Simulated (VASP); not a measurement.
NaCl: single point with r2SCAN

The system is NaCl.

```xyz
4
Lattice="3.8923 0.0000 0.0000 -1.9461 3.3708 0.0000 0.0000 0.0000 6.7368" Properties=species:S:1:pos:R:3 pbc="T T T"
Na    0.0000    0.0000    0.0000
Na    0.0000    0.0000    3.3684
Cl    0.0000    2.2472    1.6842
Cl    1.9461    1.1236    5.0526
```

```
Program             : VASP 6.6.1
Task                : single point
Functional          : r2SCAN
Potentials or basis : VASP PAW PBE potentials, release 64 (Na_pv, Cl)
Cutoff              : 520 eV
k mesh              : 12 × 12 × 4
Occupations         : gaussian, width 0.01 eV
Spin                : no spin polarisation
```

The pressure is -0.2 GPa and the band gap on the k mesh is 5.89 eV.

Stress tensor (GPa, compression positive):
```
-0.15  0.00  0.00
 0.00 -0.15  0.00
 0.00  0.00 -0.26
```

Levels at points of the mesh, in eV from the valence-band top:
| k point | band 12 | band 13 | band 14 | band 15 | band 16 | band 17 |
| --- | --- | --- | --- | --- | --- | --- |
| (0.00, 0.00, 0.00) | -0.23 | 0.00 | 0.00 | 5.89 | 8.07 | 10.83 |
| (0.50, 0.00, 0.00) | -0.67 | -0.59 | -0.33 | 8.39 | 8.65 | 9.04 |
| (0.00, 0.00, 0.50) | -0.12 | -0.12 | -0.12 | 7.35 | 7.35 | 10.45 |
| (0.50, 0.00, 0.50) | -0.68 | -0.46 | -0.46 | 8.28 | 8.28 | 9.57 |

It took 3.4 min on 1 thread of AMD EPYC 9R45 96-Core Processor (Zen 5), on a shared host, peak memory 0.22 GiB.

Caveat: the PAW data sets were made with another functional, which shifts forces and pressure a little. A k mesh can miss the band edges.
